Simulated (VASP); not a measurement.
Wanted: the native input for a VASP 6.6.1 run.

```yaml
Task: single point
Functional: HSE06
Potentials_or_basis: VASP PAW PBE potentials, release 64 (K_sv, Mg, Zn, F)
Cutoff: 520 eV
k_mesh: 1 × 1 × 1
Occupations: fermi-dirac, width 0.05 eV
Spin: no spin polarisation
Dipole_correction: no
Grid_for_exact_exchange_PRECFOCK: Fast
Further_INCAR_settings: LREAL = Auto; ALGO = Normal; EDIFF = 1e-06; NBANDS = 169
Share_of_exact_exchange: 0.25
Screening_parameter: 0.2079 1/Å
```

K8Mg5Zn3F24:

```xyz
40
Lattice="8.0308 0.0000 0.0000 0.0000 8.0308 0.0000 0.0000 0.0000 8.0308" Properties=species:S:1:pos:R:3 pbc="T T T"
K     8.0267    0.0040    8.0271
K     8.0266    0.0038    4.0159
K     8.0265    4.0204    8.0271
K     8.0264    4.0203    4.0158
K     4.0102    0.0038    8.0273
K     4.0102    0.0038    4.0159
K     4.0099    4.0203    8.0272
K     4.0099    4.0202    4.0159
Mg    2.0029    2.0121    2.0061
Mg    2.0029    6.0275    2.0062
Mg    6.0183    2.0120    2.0061
Mg    6.0182    2.0121    6.0215
Mg    6.0183    6.0274    2.0061
Zn    2.0028    2.0122    6.0214
Zn    2.0028    6.0276    6.0216
Zn    6.0182    6.0275    6.0215
F     2.0026    2.0138    0.0222
F     2.0032    2.0106    3.9899
F     2.0049    6.0283    0.0234
F     2.0009    6.0267    3.9890
F     6.0191    2.0122    0.0001
F     6.0174    2.0119    4.0120
F     6.0186    6.0282    0.0222
F     6.0179    6.0267    3.9900
F     8.0252    2.0122    2.0064
F     8.0030    2.0099    6.0202
F     8.0259    6.0274    2.0054
F     8.0246    6.0285    6.0225
F     4.0115    2.0120    2.0057
F     4.0335    2.0142    6.0229
F     4.0108    6.0276    2.0068
F     4.0119    6.0263    6.0205
F     2.0028    0.0046    2.0059
F     2.0055    0.0058    6.0219
F     2.0030    4.0197    2.0065
F     2.0004    4.0185    6.0210
F     6.0184    0.0052    2.0065
F     6.0183    0.0273    6.0219
F     6.0183    4.0189    2.0057
F     6.0183    3.9968    6.0211
```

The input as run:

POSCAR

```
K8Mg5Zn3F24
1.0
    8.0307930000      0.0000000000      0.0000000000
    0.0000000000      8.0307930000      0.0000000000
    0.0000000000      0.0000000000      8.0307930000
K Mg Zn F
8 5 3 24
Direct
    0.9994880000      0.0004960000      0.9995400000
    0.9994800000      0.0004750000      0.5000600000
    0.9994610000      0.5006250000      0.9995350000
    0.9994580000      0.5006150000      0.5000450000
    0.4993570000      0.0004780000      0.9995610000
    0.4993580000      0.0004710000      0.5000680000
    0.4993200000      0.5006150000      0.9995510000
    0.4993130000      0.5005930000      0.5000610000
    0.2494020000      0.2505450000      0.2497960000
    0.2494040000      0.7505490000      0.2498090000
    0.7494080000      0.2505410000      0.2497970000
    0.7493920000      0.2505440000      0.7498060000
    0.7494080000      0.7505410000      0.2498020000
    0.2493870000      0.2505640000      0.7497910000
    0.2493850000      0.7505650000      0.7498080000
    0.7493850000      0.7505440000      0.7498030000
    0.2493680000      0.2507540000      0.0027630000
    0.2494340000      0.2503650000      0.4968280000
    0.2496540000      0.7506530000      0.0029090000
    0.2491540000      0.7504460000      0.4967130000
    0.7494990000      0.2505600000      0.0000180000
    0.7492970000      0.2505220000      0.4995830000
    0.7494450000      0.7506370000      0.0027680000
    0.7493590000      0.7504550000      0.4968350000
    0.9992990000      0.2505590000      0.2498370000
    0.9965340000      0.2502710000      0.7496380000
    0.9993860000      0.7505360000      0.2497190000
    0.9992250000      0.7506680000      0.7499320000
    0.4995130000      0.2505330000      0.2497450000
    0.5022600000      0.2508100000      0.7499730000
    0.4994270000      0.7505630000      0.2498930000
    0.4995640000      0.7503960000      0.7496730000
    0.2493910000      0.0005670000      0.2497710000
    0.2497250000      0.0007260000      0.7498550000
    0.2494160000      0.5005300000      0.2498530000
    0.2490960000      0.5003830000      0.7497380000
    0.7494200000      0.0006520000      0.2498490000
    0.7493990000      0.0034020000      0.7498500000
    0.7494000000      0.5004350000      0.2497480000
    0.7494070000      0.4976800000      0.7497570000
```

INCAR.step1

```
SYSTEM = K8Mg5Zn3F24
  PREC = Accurate
  ENCUT = 520
  EDIFF = 1E-5
  ISMEAR = -1
  SIGMA = 0.05
  LREAL = Auto
  LASPH = .True.
  NELM = 120
  ALGO = Normal
  ISIF = 2
  LWAVE = .True.
  NBANDS = 169
  GGA = PE
  GGA_COMPAT = .False.
```

INCAR.step2

```
SYSTEM = K8Mg5Zn3F24
  PREC = Accurate
  ENCUT = 520
  EDIFF = 1E-6
  ISMEAR = -1
  SIGMA = 0.05
  LREAL = Auto
  LASPH = .True.
  NELM = 120
  ALGO = Normal
  ISIF = 2
  LWAVE = .False.
  LCHARG = .True.
  GGA = PE
  LHFCALC = .True.
  HFSCREEN = 0.2079
  PRECFOCK = Fast
  LELF = .True.
  LVHAR = .True.
  NBANDS = 169
  ISTART = 1
  GGA_COMPAT = .False.
```

KPOINTS

```
Automatic mesh
0
Gamma
  1 1 1
  0 0 0
```

Potentials or basis: VASP PAW PBE potentials, release 64 (K_sv, Mg, Zn, F).

Launch:

```console
$ cat potpaw_PBE.64/K_sv/POTCAR potpaw_PBE.64/Mg/POTCAR potpaw_PBE.64/Zn/POTCAR potpaw_PBE.64/F/POTCAR > POTCAR
$ cp INCAR.step1 INCAR
$ mpirun -np 1 vasp_gam > vasp.out
$ cp INCAR.step2 INCAR
$ mpirun -np 1 vasp_gam > vasp.out
```

Results of the run:

```json
{
 "Pressure": "1.0 GPa",
 "Largest force": "0.168 eV/Å",
 "Band gap on the k mesh": "7.52 eV"
}
```

Caveat: the k points lie up to 0.78 Å⁻¹ apart; the PAW data sets were made with another functional, which shifts forces and pressure a little.

Run time: 12 min on 1 thread of Intel(R) Xeon(R) Platinum 8259CL CPU @ 2.50GHz (Skylake/Cascade Lake) (shared host), peak memory 0.67 GiB.
